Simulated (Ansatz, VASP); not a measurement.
# One calculation of Al, two programs

File INCAR:

```
PREC = Accurate ; ENCUT = 400
EDIFF = 1E-6 ; ISMEAR = 0
SIGMA = 0.1 ; LREAL = F
LASPH = T ; NELM = 120
ALGO = Normal ; ISIF = 2
LWAVE = F ; LCHARG = F
LDIPOL = T ; IDIPOL = 3
DIPOL = 0.5 0.5 0.287 ; GGA = PE
NBANDS = 12 ; GGA_COMPAT = F
NELMDL = -8
```

File KPOINTS:

```
Automatic mesh
0
Gamma
  9 9 1
```

The input POSCAR:

```
Al
1.0
    2.8567582918      0.0000000000      0.0000000000
    0.0000000000      2.8567582918      0.0000000000
    0.0000000000      0.0000000000     21.1746954317
Al
3
Direct
    0.5000000000      0.5000000000      0.1889047242
    0.0000000000      0.0000000000      0.2873641967
    0.5000000000      0.5000000000      0.3860596464
```

Input for Ansatz:

```yaml
crystal:
  lattice:
    - [2.8567582918, 0.0, 0.0]
    - [0.0, 2.8567582918, 0.0]
    - [0.0, 0.0, 21.1746954317]
  atoms:
    - { symbol: Al, position: [0.5, 0.5, 0.1889047242] }
    - { symbol: Al, position: [0.0, 0.0, 0.2873641967] }
    - { symbol: Al, position: [0.5, 0.5, 0.3860596464] }
basis:
  ecutwfc: 420
kpoints:
  mp_grid: { grid: [9, 9, 1] }
hamiltonian:
  xc: pbe
  pseudopotentials: { kind: paw, azcp: { folder: soft_1 } }
scf:
  occupations: { method: gaussian, width: 0.1 }
output:
  forces: true
  eigenvalues: true
efield:
  axis: 3
  dipole_correction: true
  ramp_width: 0.04
```

Alike in both runs: task single point; functional PBE; k mesh 9 × 9 × 1; occupations gaussian, width 0.1 eV; no spin polarisation.

|  | VASP | Ansatz |
| --- | --- | --- |
| version | VASP 6.6.1 | Ansatz 0.2.0 |
| potentials or method | VASP PAW PBE potentials, release 64 (Al), cutoff 400 eV | scalar-relativistic, plane waves, PAW |
| valence electrons in the cell | 9 | 9 |

Ansatz gave:

* gap on the k mesh at the Fermi level (eV): none
* rms of the force components (eV/Å): 0.051

**Question.** Estimate VASP's values.

**Answer.** gap on the k mesh at the Fermi level (eV): none; rms of the force components (eV/Å): 0.050.

Atom by atom the forces differ by 0.000 eV/Å (rms over components). A gap of «none» marks a metal or a gap that the smearing closes.
